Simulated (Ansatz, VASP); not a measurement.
# Two plane-wave programs on Zn

File INCAR:

```
SYSTEM = Zn
PREC = Accurate ; ENCUT = 520
EDIFF = 1E-7 ; ISMEAR = 0
SIGMA = 0.15 ; LREAL = .False.
LASPH = .True. ; NELM = 80
ALGO = Fast ; ISIF = 2
LWAVE = .False. ; LCHARG = .False.
GGA = PE ; NBANDS = 12
```

File KPOINTS:

```
Automatic mesh
0
Gamma
  20 20 20
  0 0 0
```

Contents of POSCAR:

```
Zn
1.0
    0.0000000000      1.9643393415      1.8726046943
    1.9643393415      0.0000000000      1.8726046943
    1.9643393415      1.9643393415      0.0000000000
Zn
1
Direct
    0.0000000000      0.0000000000      0.0000000000
```

Input for Ansatz:

```yaml
crystal:
  lattice:
    - [0.0, 1.9643393415, 1.8726046943]
    - [1.9643393415, 0.0, 1.8726046943]
    - [1.9643393415, 1.9643393415, 0.0]
  atoms:
    - { symbol: Zn, position: [0.0, 0.0, 0.0] }
basis:
  ecutwfc: 520.0
kpoints:
  mp_grid: { grid: [20, 20, 20] }
hamiltonian:
  xc: pbe
scf:
  occupations: { method: gaussian, width: 0.15 }
output:
  forces: true
  stress: true
  eigenvalues: true
  write_density: true
  write_potential: true
  elf: true
  volumetric_format: npy
```

Change from the starting cell: engineering shear strain xy +0.0000, normal strain along z -0.0467.

Alike in both runs: task single point; functional PBE; k mesh 20 × 20 × 20; occupations gaussian, width 0.15 eV; no spin polarisation.

```csv
,VASP,Ansatz
version,VASP 6.6.1,Ansatz 0.2.0
potentials or method,"VASP PAW PBE potentials, release 64 (Zn), cutoff 520 eV","scalar-relativistic, plane waves, PAW"
valence electrons in the cell,12,12
```

```tsv
	VASP	Ansatz	Ansatz less VASP
gap on the k mesh at the Fermi level (eV)	none	none	-
pressure (GPa)	4.2	3.9	-0.34
traceless stress, the component that is largest in VASP (GPa)	1.78	1.78	+0.005
```

A gap of «none» marks a metal or a gap that the smearing closes.
